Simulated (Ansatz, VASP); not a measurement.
# One calculation of KTaO3, two programs

The input INCAR:

```
SYSTEM = KTaO3
PREC     = Accurate       ! precision mode
ENCUT    = 520            ! plane-wave cutoff, eV
EDIFF    = 1E-7           ! SCF threshold, eV
ISMEAR   = 0              ! smearing method
SIGMA    = 0.05           ! smearing width, eV
LREAL    = .False.        ! projectors in reciprocal space
LASPH    = .True.         ! aspherical terms in the spheres
NELM     = 100            ! most SCF steps
ALGO     = Normal         ! electronic algorithm
ISIF     = 2              ! what is computed and relaxed
LWAVE    = .False.        ! write WAVECAR
LCHARG   = .True.         ! write CHGCAR
GGA      = PS             ! functional
LELF     = .True.         ! ELF
LVHAR    = .True.       
NBANDS   = 27             ! bands
```

KPOINTS

```
Automatic mesh
0
Gamma
  8 8 8
  0 0 0
```

Contents of POSCAR:

```
KTaO3
1.0
    3.9853580911      0.0000000000      0.0000000000
    0.0000000000      3.9853580911      0.0000000000
    0.0000000000      0.0000000000      3.7661633961
K Ta O
1 1 3
Direct
    0.5000000000      0.5000000000      0.5000000000
    0.0000000000      0.0000000000      0.0000000000
    0.5000000000      0.0000000000      0.0000000000
    0.0000000000      0.5000000000      0.0000000000
    0.0000000000      0.0000000000      0.5000000000
```

Input for Ansatz:

```yaml
crystal:
  lattice:
    - [3.9853580911, 0.0, 0.0]
    - [0.0, 3.9853580911, 0.0]
    - [0.0, 0.0, 3.7661633961]
  atoms:
    - { symbol: K, position: [0.5, 0.5, 0.5] }
    - { symbol: Ta, position: [0.0, 0.0, 0.0] }
    - { symbol: O, position: [0.5, 0.0, 0.0] }
    - { symbol: O, position: [0.0, 0.5, 0.0] }
    - { symbol: O, position: [0.0, 0.0, 0.5] }
basis:
  ecutwfc: 520.0
kpoints:
  mp_grid: { grid: [8, 8, 8] }
hamiltonian:
  xc: pbesol
  pseudopotentials: { kind: paw }
scf:
  occupations: { method: gaussian, width: 0.05 }
output:
  forces: true
  stress: true
  eigenvalues: true
```

Change from the starting cell: normal strain along x +0.0000, normal strain along z -0.0550.

Alike in both runs: task single point; functional PBEsol; k mesh 8 × 8 × 8; occupations gaussian, width 0.05 eV; no spin polarisation.

|  | VASP | Ansatz |
| --- | --- | --- |
| version | VASP 6.6.1 | Ansatz 0.2.0 |
| potentials or method | VASP PAW PBE potentials, release 64 (K_sv, Ta_pv, O), cutoff 520 eV | scalar-relativistic, plane waves, PAW |
| valence electrons in the cell | 38 | 40 |

VASP gave:

```
gap on the k mesh at the Fermi level (eV)                     : 2.09
least direct gap on the mesh (eV)                             : 2.63
pressure (GPa)                                                : 15.5
traceless stress, the component that is largest in VASP (GPa) : 19.55
```

Q: What did Ansatz give for the same quantities?

A: gap on the k mesh at the Fermi level (eV): 2.14; least direct gap on the mesh (eV): 2.67; pressure (GPa): 14.5; traceless stress, the component that is largest in VASP (GPa): 19.16.

VASP's potentials were made for PBE, not for PBEsol. VASP's potentials hold 38 valence electrons a cell and Ansatz's 40, so a difference there can come from the potentials and not from the codes.

Neither program's run includes spin-orbit coupling.
